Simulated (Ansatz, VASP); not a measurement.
## Two plane-wave programs on InSb

```xyz
12
Lattice="3.0391 -3.1786 0.0000 3.0391 3.1786 0.0000 0.0000 0.0000 18.0165" Properties=species:S:1:pos:R:3 pbc="T T T"
In    3.0391    2.6721    4.5041
In    3.0391   -2.6721   13.5124
In    3.0391    0.5477    7.3909
In    3.0391   -0.5477   16.3992
In    3.0391   -0.5477   10.6256
In    3.0391    0.5477    1.6173
Sb    3.0391   -0.4910    4.5041
Sb    3.0391    0.4910   13.5124
Sb    3.0391   -2.6621    7.6377
Sb    3.0391    2.6621   16.6460
Sb    3.0391    2.6621   10.3789
Sb    3.0391   -2.6621    1.3706
```

Alike in both runs: task single point; functional PBE; k mesh 4 × 4 × 1; occupations gaussian, width 0.1 eV; no spin polarisation.

|  | VASP | Ansatz |
| --- | --- | --- |
| version | VASP 6.6.1 | Ansatz 0.2.0 |
| potentials or method | VASP PAW PBE potentials, release 64 (In_d, Sb), cutoff 520 eV | scalar-relativistic, plane waves, PAW |
| valence electrons in the cell | 108 | 168 |

```csv
,VASP,Ansatz,Ansatz less VASP
gap on the k mesh at the Fermi level (eV),none,none,-
pressure (GPa),0.1,0.1,+0.02
"traceless stress, the component that is largest in VASP (GPa)",0.81,0.81,+0.007
rms of the force components (eV/Å),0.097,0.101,+0.0037
```

Atom by atom the forces differ by 0.004 eV/Å (rms over components). A gap of «none» marks a metal or a gap that the smearing closes. VASP's potentials hold 108 valence electrons a cell and Ansatz's 168, so a difference there can come from the potentials and not from the codes.

Spin-orbit coupling is off throughout.
